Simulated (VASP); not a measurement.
# Ag in VASP: notebook, part 2 of 2

VASP 6.6.1. The steps go on from the part before.

## (3) Single point, LDA

This run uses another cell than the first one, of 16.02 Å³/atom.

INCAR

```
SYSTEM = Ag
ALGO     = Normal         ! electronic algorithm
EDIFF    = 1E-7           ! SCF threshold, eV
ENCUT    = 520            ! plane-wave cutoff, eV
ISIF     = 2              ! what is computed and relaxed
ISMEAR   = -1             ! smearing method
ISYM     = 0            
LASPH    = .True.         ! aspherical terms in the spheres
LCHARG   = .True.         ! write CHGCAR
LELF     = .True.         ! ELF
LREAL    = .False.        ! projectors in reciprocal space
LVHAR    = .True.       
LWAVE    = .False.        ! write WAVECAR
NBANDS   = 18             ! bands
NELM     = 80             ! most SCF steps
PREC     = Accurate       ! precision mode
SIGMA    = 0.1            ! smearing width, eV
```

KPOINTS

```
k-points
0
Gamma
  13 13 9
  0 0 0
```

POSCAR

```
Ag
1.0
   -1.5579871641      1.8901412977      1.3877850797
    1.8901412977     -1.5579871641      1.3877850797
    3.2545364477      3.2545364477     -0.7794441757
Ag
2
Direct
    0.0415862377      0.9584137623      1.0000000000
    0.7084137623      0.2915862377      0.5000000000
```

Potentials or basis: VASP PAW LDA potentials, release 64 (Ag).

On the command line:

```sh
> cat potpaw_LDA.64/Ag/POTCAR > POTCAR
> mpirun -np 1 vasp_std > vasp.out
```

OUTCAR:

```text
SYSTEM = Ag
   EDIFF = 1E-7
   ENCUT = 520
   ISIF = 2
   ISMEAR = -1
   ISYM = 0
   LASPH = .True.
   LREAL = .False.
   NELM = 80
   PREC = Accurate

 ion  position               nearest neighbor table
   1  0.042  0.958  0.000-   2 2.84   2 2.84   2 2.84   2 2.84   2 2.84   2 2.84
   2  0.708  0.292  0.500-   1 2.84   1 2.84   1 2.84   1 2.84   1 2.84   1 2.84

IMPORTANT INFORMATION: All symmetrisations will be switched off!
NOSYMM: (Re-)initialisation of all symmetry stuff for point group C_1.

----------------------------------------------------------------------------------------

                                     Primitive cell

  volume of cell :      32.0403

  direct lattice vectors                    reciprocal lattice vectors
    -1.557987164  1.890141298  1.387785080    -0.103064924  0.186947473  0.350248060
     1.890141298 -1.557987164  1.387785080     0.186947473 -0.103064924  0.350248060
     3.254536448  3.254536448 -0.779444176     0.149351233  0.149351233 -0.035745902

  length of vectors
     2.815298484  2.815298484  4.668141836     0.410177327  0.410177327  0.214218000

  position of ions in fractional coordinates (direct lattice)
     0.041586238  0.958413762  0.000000000
     0.708413762  0.291586238  0.500000000

  ion indices of the primitive-cell ions
   primitive index   ion index
                 1           1
                 2           2

----------------------------------------------------------------------------------------

 KPOINTS: k-points

Automatic generation of k-mesh.
 Grid dimensions read from file:
 generate k-points for:   13   13    9

 Generating k-lattice:

  Cartesian coordinates                     Fractional coordinates (reciprocal lattice)
    -0.007928071  0.014380575  0.026942158     0.076923077  0.000000000 -0.000000000
     0.014380575 -0.007928071  0.026942158     0.000000000  0.076923077 -0.000000000
     0.016594581  0.016594581 -0.003971767    -0.000000000 -0.000000000  0.111111111

  Length of vectors
[... 67 lines left out ...]
   NUPDOWN=      -1.0000    fix difference up-down
   EMIN   =  10.00;   EMAX   =-10.00  energy-range for DOS
   EFERMI =   0.00;   METHOD = LEGACY
   ISMEAR =    -1;   SIGMA  =   0.10  broadening in eV -4-tet -1-fermi 0-gaus
   EFERMI_NEDOS =   21; number of points for ismear=-14 and -15
   IALGO  =     38    algorithm
   IMIX   =      4    mixing-type and parameters
     AMIX     =   0.40;   BMIX     =  1.00
     AMIX_MAG =   1.60;   BMIX_MAG =  1.00
  volume/ion in A,a.u.               =      16.02       108.11
  Fermi-wavevector in a.u.,A,eV,Ry     =   1.444276  2.729285 28.380833  2.085932
  Thomas-Fermi vector in A             =   2.562589
   LORBIT       =      0    0 simple, 1 ext, 2 COOP (PROOUT), +10 PAW based schemes
   GGA     = CA    functional components
   LHFCALC =     F    Hartree Fock is set to
   AEXX    =    0.0000 exact exchange contribution
   IVDW    =     0    specifies the selected vdW correction
   LEPSILON=     F    determine dielectric tensor
   LRPA    =     F    only Hartree local field effects (RPA)
 non-spin polarized calculation
  energy-cutoff  :      520.00
  volume of cell :       32.04
 maximum number of plane-waves:       881
 NGX is ok and might be reduce to    24
   NGX = 11   NGY = 11   NGZ = 17

 number of electron      22.0000011 magnetization

 Free energy of the ion-electron system (eV)
  ---------------------------------------------------
  ext. energy  EPLUGINS =         0.00000000
  ---------------------------------------------------
  free energy    TOTEN  =        -7.57097748 eV

  energy without entropy =       -7.55970863  energy(sigma->0) =       -7.56534305

 E-fermi :   9.0984     XC(G=0): -12.9534

 val. band max:        9.0917673410   @ k =  -0.0769   0.1538  -0.1111
 cond. band min:       9.1828123501   @ k =  -0.4615   0.4615  -0.4444
 fundamental gap:      0.0910450091
 Fermi energy:         9.0983960997

 k-point     1 :       0.0000    0.0000    0.0000
  band No.  band energies     occupation
      1       0.7560      2.00000
      2       2.2263      2.00000
      3       3.9624      2.00000
      4       4.1314      2.00000
      5       4.1331      2.00000
      6       4.3882      2.00000
[... 481 lines left out ...]
      5       4.3390      2.00000
      6       4.6048      2.00000
[... 10 lines left out ...]
     17      19.9507      0.00000
     18      24.7975      0.00000

 [... further k-points ...]
[... 5 lines left out ...]
  --------------------------------------------------------------------------------------
  -------------------------------------------------------------------------------------
  Total        0.0267152      0.0267150      0.0283559     -0.0012684      0.0009808      0.0009809
  in kB        1.3358922      1.3358827      1.4179393     -0.0634239      0.0490456      0.0490523
  external PRESSURE =       1.3632381 kB  Pullay stress =       0.0000000 kB

 VOLUME and BASIS-vectors are now :
 -----------------------------------------------------------------------------
  energy-cutoff  :      520.00
  volume of cell :       32.04
      direct lattice vectors                 reciprocal lattice vectors
    -1.557987164  1.890141298  1.387785080    -0.103064924  0.186947473  0.350248060
     1.890141298 -1.557987164  1.387785080     0.186947473 -0.103064924  0.350248060
     3.254536448  3.254536448 -0.779444176     0.149351233  0.149351233 -0.035745902

 POSITION                                       TOTAL-FORCE (eV/Angst)
 -----------------------------------------------------------------------------------
      1.74675     -1.41459      1.38779        -0.000459      0.000459     -0.000000
      1.07471      2.51198      0.99806         0.000459     -0.000459      0.000000
 -----------------------------------------------------------------------------------
    total drift:                               -0.000000      0.000000      0.000000

  FREE ENERGIE OF THE ION-ELECTRON SYSTEM (eV)
  ---------------------------------------------------
  free  energy   TOTEN  =        -7.5709774756 eV

  energy  without entropy=       -7.5597086322  energy(sigma->0) =       -7.56534305
```

OSZICAR:

```text
N       E                     dE             d eps       ncg     rms          rms(c)
DAV:   1     0.127897978863E+03    0.12790E+03   -0.11543E+04 27420   0.121E+03
DAV:   2    -0.600948828991E+01   -0.13391E+03   -0.12740E+03 28442   0.275E+02
DAV:   3    -0.822655753274E+01   -0.22171E+01   -0.22099E+01 31244   0.401E+01
DAV:   4    -0.823386444433E+01   -0.73069E-02   -0.73063E-02 29900   0.227E+00
DAV:   5    -0.823392679515E+01   -0.62351E-04   -0.62351E-04 29812   0.221E-01    0.915E+00
DAV:   6    -0.760780131560E+01    0.62613E+00   -0.14415E+00 28144   0.131E+01    0.558E+00
DAV:   7    -0.758032749678E+01    0.27474E-01   -0.18498E-02 29872   0.133E+00    0.293E+00
DAV:   8    -0.757095283094E+01    0.93747E-02   -0.16321E-03 28288   0.377E-01    0.136E-01
DAV:   9    -0.757097795388E+01   -0.25123E-04   -0.17641E-05 30524   0.351E-02    0.220E-02
DAV:  10    -0.757097750084E+01    0.45303E-06   -0.31939E-06 29656   0.168E-02    0.806E-03
DAV:  11    -0.757097747564E+01    0.25200E-07   -0.48342E-08 19430   0.164E-03
   1 F= -.75709775E+01 E0= -.75653431E+01  d E =-.112688E-01
```

Run time: 96 s. Hardware: 1 thread of Intel Xeon 6975P-C (Granite Rapids), shared host; peak memory 0.43 GiB.

What came out:

```yaml
Free_energy: -7.5710 eV
Pressure: 0.1 GPa
Band_gap_on_the_k_mesh: zero (bands 11 and 12 overlap by 6.74 eV)
```

Levels at points of the mesh, in eV from the Fermi level:
```csv
k point,band 9,band 10,band 11,band 12,band 13,band 14
"(0.00, 0.00, 0.00)",-4.23,-3.14,-3.14,-0.77,3.66,15.90
```

The gap in the log of VASP goes by the Fermi energy; the results here count the filled bands.